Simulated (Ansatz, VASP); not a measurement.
# HfO2: VASP beside Ansatz

INCAR

```
  ALGO = Normal
  EDIFF = 1E-7
  ENCUT = 520
  GGA = PE
  ISIF = 2
  ISMEAR = 0
  LASPH = T
  LCHARG = F
  LREAL = F
  LWAVE = F
  NBANDS = 31
  NELM = 100
  PREC = Accurate
  SIGMA = 0.05
```

KPOINTS

```
k-points
0
Gamma
  6 6 4
```

Contents of POSCAR:

```
HfO2
1.0
    3.6043048131      0.0000000000      0.0000000000
    0.0000000000      3.6043048131      0.0000000000
    0.0000000000      0.0000000000      5.2639671549
Hf O
2 4
Direct
    0.5000000000      0.5002236792      0.5000000000
    0.0000000000     -0.0002236792      0.0000000000
    0.0000000000      0.4997578456      0.6932521152
    0.5000000000      0.0002421544      0.8067478848
    0.5000000000     -0.0069361503      0.3067478848
    0.0000000000      0.5069361503      0.1932521152
```

Input for Ansatz:

```yaml
crystal:
  lattice:
    - [3.6043048131, 0.0, 0.0]
    - [0.0, 3.6043048131, 0.0]
    - [0.0, 0.0, 5.2639671549]
  atoms:
    - { symbol: Hf, position: [0.5, 0.5002236792, 0.5] }
    - { symbol: Hf, position: [0.0, -0.0002236792, 0.0] }
    - { symbol: O, position: [0.0, 0.4997578456, 0.6932521152] }
    - { symbol: O, position: [0.5, 0.0002421544, 0.8067478848] }
    - { symbol: O, position: [0.5, -0.0069361503, 0.3067478848] }
    - { symbol: O, position: [0.0, 0.5069361503, 0.1932521152] }
basis:
  ecutwfc: 420
kpoints:
  mp_grid: { grid: [6, 6, 4] }
hamiltonian:
  xc: pbe
scf:
  occupations: { method: gaussian, width: 0.05 }
output:
  forces: true
  stress: true
  eigenvalues: true
```

Change from the starting cell: mode 17 (648.0 1/cm) frozen in, largest displacement +0.025 Å.

Alike in both runs: task single point; functional PBE; k mesh 6 × 6 × 4; occupations gaussian, width 0.05 eV; no spin polarisation.

```csv
,VASP,Ansatz
version,VASP 6.6.1,Ansatz 0.2.0
potentials or method,"VASP PAW PBE potentials, release 64 (Hf_pv, O), cutoff 520 eV","scalar-relativistic, plane waves, PAW"
valence electrons in the cell,44,76
```

VASP gave:

```
gap on the k mesh at the Fermi level (eV)                     : 4.65
least direct gap on the mesh (eV)                             : 4.72
pressure (GPa)                                                : -3.0
traceless stress, the component that is largest in VASP (GPa) : -1.04
rms of the force components (eV/Å)                            : 0.218
```

Task: What did Ansatz give for the same quantities?

Result: gap on the k mesh at the Fermi level (eV): 4.67; least direct gap on the mesh (eV): 4.74; pressure (GPa): 0.1; traceless stress, the component that is largest in VASP (GPa): -1.10; rms of the force components (eV/Å): 0.219.

Atom by atom the forces differ by 0.023 eV/Å (rms over components). VASP's potentials hold 44 valence electrons a cell and Ansatz's 76, so a difference there can come from the potentials and not from the codes.

Neither program's run includes spin-orbit coupling.
